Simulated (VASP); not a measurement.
# NaF (Villiaumite) (Fm-3m) in VASP: notebook, part 2 of 2

VASP 6.6.1. The steps go on from the part before.

### 4 Single point, PBEsol

This run uses another cell than the first one, of 12.40 Å³/atom, 0.993 times its volume.

INCAR reads:

```
ALGO     = Normal         # electronic algorithm
EDIFF    = 1E-6           # SCF threshold, eV
ENCUT    = 520            # plane-wave cutoff, eV
GGA      = PS             # functional
ISIF     = 2              # what is computed and relaxed
ISMEAR   = 0              # smearing method
LASPH    = True           # aspherical terms in the spheres
LCHARG   = False          # write CHGCAR
LREAL    = False          # projectors in reciprocal space
LWAVE    = False          # write WAVECAR
NBANDS   = 14             # bands
NELM     = 100            # most SCF steps
PREC     = Accurate       # precision mode
SIGMA    = 0.01           # smearing width, eV
```

KPOINTS reads:

```
k-points
0
Gamma
  8 8 8
```

POSCAR reads:

```
NaF
1.0
    0.0000000000      2.3145907731      2.3145907731
    2.3145907731      0.0000000000      2.3145907731
    2.3145907731      2.3145907731      0.0000000000
Na F
1 1
Direct
    0.0000000000      0.0000000000      0.0000000000
    0.5000000000      0.5000000000      0.5000000000
```

Potentials or basis: VASP PAW PBE potentials, release 64 (Na_pv, F).

Run with:

```sh
$ cat potpaw_PBE.64/Na_pv/POTCAR potpaw_PBE.64/F/POTCAR > POTCAR
$ mpirun -np 1 vasp_std > vasp.out
```

OUTCAR:

```text
EDIFF = 1E-6
   ENCUT = 520
   GGA = PS
   ISIF = 2
   ISMEAR = 0
   LASPH = True
   LREAL = False
   NELM = 100
   PREC = Accurate

 ion  position               nearest neighbor table
   1  0.000  0.000  0.000-   2 2.31   2 2.31   2 2.31   2 2.31   2 2.31   2 2.31
   2  0.500  0.500  0.500-   1 2.31   1 2.31   1 2.31   1 2.31   1 2.31   1 2.31

  LATTYP: Found a face centered cubic cell.
 ALAT       =     4.6291815462

  Lattice vectors:

 A1 = (   0.0000000000,   2.3145907731,   2.3145907731)
 A2 = (   2.3145907731,   0.0000000000,   2.3145907731)
[... 586 lines left out ...]
     11      16.7234      0.00000
     12      19.9113      0.00000
     13      20.9799      0.00000
     14      25.7894      0.00000

 [... further k-points ...]
[... 5 lines left out ...]
  --------------------------------------------------------------------------------------
  -------------------------------------------------------------------------------------
  Total       -0.0131967     -0.0131967     -0.0131967     -0.0000000      0.0000000     -0.0000000
  in kB       -0.8525594     -0.8525594     -0.8525594     -0.0000000      0.0000000     -0.0000000
  external PRESSURE =      -0.8525594 kB  Pullay stress =       0.0000000 kB

 VOLUME and BASIS-vectors are now :
 -----------------------------------------------------------------------------
  energy-cutoff  :      520.00
  volume of cell :       24.80
      direct lattice vectors                 reciprocal lattice vectors
     0.000000000  2.314590773  2.314590773    -0.216020908  0.216020908  0.216020908
     2.314590773  0.000000000  2.314590773     0.216020908 -0.216020908  0.216020908
     2.314590773  2.314590773  0.000000000     0.216020908  0.216020908 -0.216020908

 POSITION                                       TOTAL-FORCE (eV/Angst)
 -----------------------------------------------------------------------------------
      0.00000      0.00000      0.00000        -0.000000     -0.000000     -0.000000
      2.31459      2.31459      2.31459         0.000000      0.000000      0.000000
 -----------------------------------------------------------------------------------
    total drift:                                0.000000     -0.000000      0.000000

  FREE ENERGIE OF THE ION-ELECTRON SYSTEM (eV)
  ---------------------------------------------------
  free  energy   TOTEN  =        -8.7687637724 eV

  energy  without entropy=       -8.7687637724  energy(sigma->0) =       -8.76876377
```

It took 6.9 s on 1 thread of Intel Xeon Platinum 8488C (Sapphire Rapids), shared host; peak memory 0.13 GiB.

Results:

- Free energy: -8.7688 eV
- Pressure: -0.1 GPa
- Band gap on the k mesh: 6.18 eV, direct

Levels at points of the mesh, in eV from the valence-band top:
```csv
k point,band 4,band 5,band 6,band 7,band 8,band 9,band 10,band 11
"(0.00, 0.00, 0.00)",-18.76,0.00,0.00,0.00,6.18,18.86,18.86,18.86
"(0.50, 0.00, 0.00)",-18.01,-1.63,-0.26,-0.26,10.62,12.36,20.01,20.01
"(0.50, 0.50, 0.00)",-18.80,-1.30,-0.41,-0.41,13.00,13.10,13.56,19.68
```

Caveat: the PAW data sets were made with another functional, which shifts forces and pressure a little.

### 5 Relaxation of cell and atoms, PBEsol

This run uses another cell than the first one, of 12.41 Å³/atom, 0.994 times its volume.

INCAR reads:

```
PREC = Accurate
ENCUT = 600
EDIFF = 1E-7
ISMEAR = 0
SIGMA = 0.01
LREAL = F
LASPH = T
NELM = 80
ALGO = Normal
ISIF = 3
LWAVE = F
LCHARG = F
GGA = PS
IBRION = 2
NSW = 80
EDIFFG = -0.001
```

KPOINTS reads:

```
regular mesh
0
Gamma
  8 8 8
```

POSCAR reads:

```
NaF
1.0
    0.0000000000      2.3151008415      2.3151008415
    2.3151008415      0.0000000000      2.3151008415
    2.3151008415      2.3151008415      0.0000000000
Na F
1 1
Direct
    0.0000000000      0.0000000000      0.0000000000
    0.5000000000      0.5000000000      0.5000000000
```

Potentials or basis: VASP PAW PBE potentials, release 64 (Na_pv, F).

Run with:

```sh
$ cat potpaw_PBE.64/Na_pv/POTCAR potpaw_PBE.64/F/POTCAR > POTCAR
$ mpirun -np 1 vasp_std > vasp.out
```

OUTCAR:

```text
PREC = Accurate
   ENCUT = 600
   EDIFF = 1E-7
   ISMEAR = 0
   LREAL = F
   LASPH = T
   NELM = 80
   ISIF = 3
   GGA = PS
   IBRION = 2
   NSW = 80
   EDIFFG = -0.001

 ion  position               nearest neighbor table
   1  0.000  0.000  0.000-   2 2.32   2 2.32   2 2.32   2 2.32   2 2.32   2 2.32
   2  0.500  0.500  0.500-   1 2.32   1 2.32   1 2.32   1 2.32   1 2.32   1 2.32

  LATTYP: Found a face centered cubic cell.
 ALAT       =     4.6302016830

  Lattice vectors:

 A1 = (   0.0000000000,   2.3151008415,   2.3151008415)
 A2 = (   2.3151008415,   0.0000000000,   2.3151008415)
 A3 = (   2.3151008415,   2.3151008415,   0.0000000000)

Analysis of symmetry for initial positions (statically):
=====================================================================
 Subroutine PRICEL returns:
 Original cell was already a primitive cell.

 Routine SETGRP: Setting up the symmetry group for a
 face centered cubic supercell.

 Subroutine GETGRP returns: Found 48 space group operations
 (whereof 48 operations were pure point group operations)
 out of a pool of 48 trial point group operations.

The static configuration has the point symmetry O_h .

Analysis of symmetry for dynamics (positions and initial velocities):
=====================================================================
 Subroutine PRICEL returns:
 Original cell was already a primitive cell.

 Routine SETGRP: Setting up the symmetry group for a
[... 334 lines left out ...]
--------------------------------------- Ionic step        6  -------------------------------------------

 number of electron      14.0000006 magnetization

 Free energy of the ion-electron system (eV)
  ---------------------------------------------------
  ext. energy  EPLUGINS =         0.00000000
  ---------------------------------------------------
  free energy    TOTEN  =        -8.77059290 eV

  energy without entropy =       -8.77059290  energy(sigma->0) =       -8.77059290

 E-fermi :  -2.0998     XC(G=0):  -9.3590

 val. band max:       -2.1571225018   @ k =   0.0000   0.0000   0.0000
 cond. band min:       4.0320372407   @ k =   0.0000   0.0000   0.0000
 fundamental gap:      6.1891597425
 Fermi energy:        -2.0997635530

 k-point     1 :       0.0000    0.0000    0.0000
  band No.  band energies     occupation
      1     -21.2232      2.00000
      2     -20.9098      2.00000
      3     -20.9098      2.00000
      4     -20.9098      2.00000
      5      -2.1571      2.00000
      6      -2.1571      2.00000
      7      -2.1571      2.00000
      8       4.0320      0.00000
      9      16.7239      0.00000
     10      16.7239      0.00000
     11      16.7239      0.00000
[... 309 lines left out ...]
 k-point    24 :      -0.3750    0.2500    0.1250
  band No.  band energies     occupation
      1     -21.6611      2.00000
      2     -20.9669      2.00000
      3     -20.9422      2.00000
      4     -20.3000      2.00000
      5      -3.4985      2.00000
      6      -2.7490      2.00000
      7      -2.5014      2.00000
      8       9.4902      0.00000
      9      10.4527      0.00000
     10      14.9122      0.00000
     11      16.7534      0.00000

 [... further k-points ...]
[... 5 lines left out ...]
  --------------------------------------------------------------------------------------
  -------------------------------------------------------------------------------------
  Total       -0.0003764     -0.0003764     -0.0003764      0.0000000      0.0000000      0.0000000
  in kB       -0.0243642     -0.0243642     -0.0243642      0.0000000      0.0000000      0.0000000
  external PRESSURE =      -0.0243642 kB  Pullay stress =       0.0000000 kB
[... 17 lines left out ...]
  FREE ENERGIE OF THE ION-ELECTRON SYSTEM (eV)
  ---------------------------------------------------
  free  energy   TOTEN  =        -8.7705929033 eV

  energy  without entropy=       -8.7705929033  energy(sigma->0) =       -8.77059290

 reached required accuracy - stopping structural energy minimisation
```

OSZICAR:

```text
N       E                     dE             d eps       ncg     rms          rms(c)
DAV:   1     0.120459146263E+03    0.12046E+03   -0.87562E+03   644   0.169E+03
DAV:   2    -0.247089604096E+01   -0.12293E+03   -0.11402E+03   671   0.399E+02
DAV:   3    -0.946539420245E+01   -0.69945E+01   -0.69709E+01   728   0.936E+01
[... 42 lines left out ...]
DAV:   1    -0.877060609927E+01   -0.14165E-04   -0.25792E-04   749   0.276E-01    0.287E-02
DAV:   2    -0.877059386430E+01    0.12235E-04   -0.49943E-05   758   0.787E-02    0.774E-03
DAV:   3    -0.877059307791E+01    0.78639E-06   -0.17023E-06   724   0.344E-02    0.400E-03
DAV:   4    -0.877059289402E+01    0.18390E-06   -0.28231E-07   550   0.202E-02    0.636E-04
DAV:   5    -0.877059290326E+01   -0.92455E-08   -0.37830E-08   319   0.367E-03
   6 F= -.87705929E+01 E0= -.87705929E+01  d E =-.313353E-04
```

CONTCAR:

```text
NaF
   1.00000000000000
     0.0000000000000000    2.3130702442044830    2.3130702442044830
     2.3130702442044830   -0.0000000000000000    2.3130702442044830
     2.3130702442044830    2.3130702442044830    0.0000000000000000
  Na              F
     1     1
Direct
     0.0000000000000000    1.0000000000000000    1.0000000000000000
     0.5000000000000000    0.5000000000000000    0.5000000000000000

  0.00000000E+00  0.00000000E+00  0.00000000E+00
  0.00000000E+00  0.00000000E+00  0.00000000E+00
```

Run time: 40 s. Hardware: 1 thread of Intel Xeon Platinum 8488C (Sapphire Rapids), shared host; peak memory 0.15 GiB.

Results:

* Free energy: -8.7706 eV
* Relaxed volume: 12.38 Å³/atom
* Relaxed cell: a = 3.271 Å, b = 3.271 Å, c = 3.271 Å, α = 60.00°, β = 60.00°, γ = 60.00°
* Space group after relaxing (to 0.05 Å): Fm-3m (No. 225)
* Energy gained by relaxing: 0.0 meV/atom
* Ionic steps: 6
* Pressure after relaxing: 0.0 GPa
* Band gap on the k mesh: 6.19 eV, direct

Final structure:
```cif
data_structure
_symmetry_space_group_name_H-M 'P 1'
_symmetry_Int_Tables_number 1
_cell_length_a 3.2712
_cell_length_b 3.2712
_cell_length_c 3.2712
_cell_angle_alpha 60.000
_cell_angle_beta 60.000
_cell_angle_gamma 60.000
_cell_volume 24.75
loop_
_atom_site_label
_atom_site_type_symbol
_atom_site_fract_x
_atom_site_fract_y
_atom_site_fract_z
_atom_site_occupancy
Na1 Na 0.00000 0.00000 0.00000 1
F1 F 0.50000 0.50000 0.50000 1
```

Caveat: the PAW data sets were made with another functional, which shifts forces and pressure a little. A hybrid or GW would open this gap; PBEsol tends to underestimate it.

### 6 The runs side by side

| task | cell | cutoff (eV) | smearing | gap on the mesh (eV) | pressure (GPa) | relaxed volume (Å³/atom) |
| --- | --- | --- | --- | --- | --- | --- |
| relaxation of cell and atoms | relaxed from a = 3.281 Å, angles 60.0°, 2 atoms | 600 | gaussian 0.02 eV | 6.18 | 0.0 | 12.39 |
| single point | a = 3.274 Å, angles 60.0°, 2 atoms | 520 | gaussian 0.02 eV | 6.17 | -0.1 | - |
| single point | a = 3.273 Å, angles 60.0°, 2 atoms | 520 | gaussian 0.01 eV | 6.18 | -0.1 | - |
| relaxation of cell and atoms | relaxed from a = 3.274 Å, angles 60.0°, 2 atoms | 600 | gaussian 0.01 eV | 6.19 | 0.0 | 12.38 |

Alike in all rows: level PBEsol; potentials or basis VASP PAW PBE potentials, release 64 (Na_pv, F); no spin polarisation; k mesh 8 × 8 × 8.

Caveats: the PAW data sets were made with another functional, which shifts forces and pressure a little.

Absolute energies hang on the potentials; compare differences alone.
